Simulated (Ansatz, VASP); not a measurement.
# One calculation of Zr2O, two programs

Contents of INCAR:

```
SYSTEM = Zr2O
  PREC = Accurate
  ENCUT = 520
  EDIFF = 1E-7
  ISMEAR = 0
  SIGMA = 0.15
  LREAL = .False.
  LASPH = .True.
  NELM = 80
  ALGO = Normal
  ISIF = 2
  LWAVE = .False.
  LCHARG = .False.
  GGA = PS
  NBANDS = 39
```

KPOINTS

```
regular mesh
0
Gamma
  10 10 10
  0 0 0
```

File POSCAR:

```
Zr2O
1.0
    4.6562795393      0.0000000000      0.0000000000
    0.0000000000      4.6562795393      0.0000000000
    0.0000000000      0.0000000000      4.7282838620
Zr O
4 2
Direct
    0.2500000000      0.2500000000      0.7500000000
    0.7500000000      0.2500000000      0.2500000000
    0.2500000000      0.7500000000      0.2500000000
    0.7500000000      0.7500000000      0.7500000000
    0.0000000000      0.0000000000      0.0000000000
    0.5000000000      0.5000000000      0.5000000000
```

Input for Ansatz:

```yaml
crystal:
  lattice:
    - [4.6562795393, 0.0, 0.0]
    - [0.0, 4.6562795393, 0.0]
    - [0.0, 0.0, 4.728283862]
  atoms:
    - { symbol: Zr, position: [0.25, 0.25, 0.75] }
    - { symbol: Zr, position: [0.75, 0.25, 0.25] }
    - { symbol: Zr, position: [0.25, 0.75, 0.25] }
    - { symbol: Zr, position: [0.75, 0.75, 0.75] }
    - { symbol: O, position: [0.0, 0.0, 0.0] }
    - { symbol: O, position: [0.5, 0.5, 0.5] }
basis:
  ecutwfc: 420
kpoints:
  mp_grid: { grid: [10, 10, 10] }
hamiltonian:
  xc: pbesol
scf:
  occupations: { method: gaussian, width: 0.15 }
output:
  forces: true
  stress: true
  eigenvalues: true
  write_density: true
  write_potential: true
  elf: true
  volumetric_format: npy
```

Change from the starting cell: strain -0.030 along x and y, -0.015 along z, atoms carried along.

Alike in both runs: task single point; functional PBEsol; k mesh 10 × 10 × 10; occupations gaussian, width 0.15 eV; no spin polarisation.

|  | VASP | Ansatz |
| --- | --- | --- |
| version | VASP 6.6.1 | Ansatz 0.2.0 |
| potentials or method | VASP PAW PBE potentials, release 64 (Zr_sv, O), cutoff 520 eV | scalar-relativistic, plane waves, PAW |
| valence electrons in the cell | 60 | 60 |

VASP gave:

```
gap on the k mesh at the Fermi level (eV)                     : none
pressure (GPa)                                                : 12.9
traceless stress, the component that is largest in VASP (GPa) : -0.38
```

Question: Which values does Ansatz return?

Answer: gap on the k mesh at the Fermi level (eV): none; pressure (GPa): 12.6; traceless stress, the component that is largest in VASP (GPa): -0.39.

VASP's potentials were made for PBE, not for PBEsol. A gap of «none» marks a metal or a gap that the smearing closes.
